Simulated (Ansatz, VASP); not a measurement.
**BiO in VASP and in Ansatz**

POSCAR

```
BiO
1.0
    4.0407920000      0.0000000000      0.0000000000
   -2.0203960000      3.4994290000      0.0000000000
    0.0000000000      0.0000000000      6.4748420000
Bi O
2 2
Direct
    0.3333300000      0.6666700000      0.0000000000
    0.6666600000      0.3333300000      0.5000000000
    0.3333300000      0.6666700000      0.3450000000
    0.6666600000      0.3333300000      0.8450000000
```

File INCAR.step1:

```
PREC = Accurate ; ENCUT = 520
ISMEAR = 0 ; SIGMA = 0.1613
LREAL = F ; LASPH = T
NELM = 80 ; ISYM = 0
NBANDS = 29 ; GGA = PE
ALGO = Normal ; EDIFF = 1E-4
LWAVE = T ; LCHARG = F
```

INCAR.step2

```
PREC = Accurate ; ENCUT = 520
EDIFF = 1E-7 ; ISMEAR = 0
SIGMA = 0.1613 ; LREAL = F
LASPH = T ; NELM = 80
ALGO = Normal ; ISIF = 2
LWAVE = F ; LCHARG = F
METAGGA = R2SCAN ; LMIXTAU = T
ISYM = 0 ; NBANDS = 29
ISTART = 1
```

KPOINTS

```
Automatic mesh
0
Gamma
  5 5 3
```

Input for Ansatz:

```yaml
crystal:
  lattice:
    - [4.040792, 0.0, 0.0]
    - [-2.020396, 3.499429, 0.0]
    - [0.0, 0.0, 6.474842]
  atoms:
    - { symbol: Bi, position: [0.33333, 0.66667, 0.0] }
    - { symbol: Bi, position: [0.66666, 0.33333, 0.5] }
    - { symbol: O, position: [0.33333, 0.66667, 0.345] }
    - { symbol: O, position: [0.66666, 0.33333, 0.845] }
  symmetry: { detect: false }
kpoints:
  mp_grid: { grid: [5, 5, 3], shift: [0, 0, 0] }
magnetization:
  spin_polarized: false
scf:
  occupations: { method: gaussian, width: 0.1613 }
hamiltonian:
  pseudopotentials: { kind: paw }
  xc: r2scan
basis:
  ecutwfc: 500
output:
  forces: true
  stress: true
  eigenvalues: true
```

Alike in both runs: task single point; functional r2SCAN; k mesh 5 × 5 × 3; occupations gaussian, width 0.1613 eV; no spin polarisation.

|  | VASP | Ansatz |
| --- | --- | --- |
| version | VASP 6.6.1 | Ansatz 0.2.0 |
| potentials or method | VASP PAW PBE potentials, release 64 (Bi_d, O), cutoff 520 eV | PAW plane waves |
| valence electrons in the cell | 42 | 42 |

|  | VASP | Ansatz | Ansatz less VASP |
| --- | --- | --- | --- |
| gap on the k mesh at the Fermi level (eV) | none | none | - |
| pressure (GPa) | -3.4 | -3.6 | -0.20 |
| traceless stress, the component that is largest in VASP (GPa) | 2.23 | 1.92 | -0.314 |
| rms of the force components (eV/Å) | 0.024 | 0.009 | -0.0150 |

VASP's potentials were made for PBE, not for r2SCAN. Atom by atom the forces differ by 0.033 eV/Å (rms over components). A gap of «none» marks a metal or a gap that the smearing closes. The functional is the same, so the differences come from potentials, cutoffs and numerics.

Neither program's run includes spin-orbit coupling.
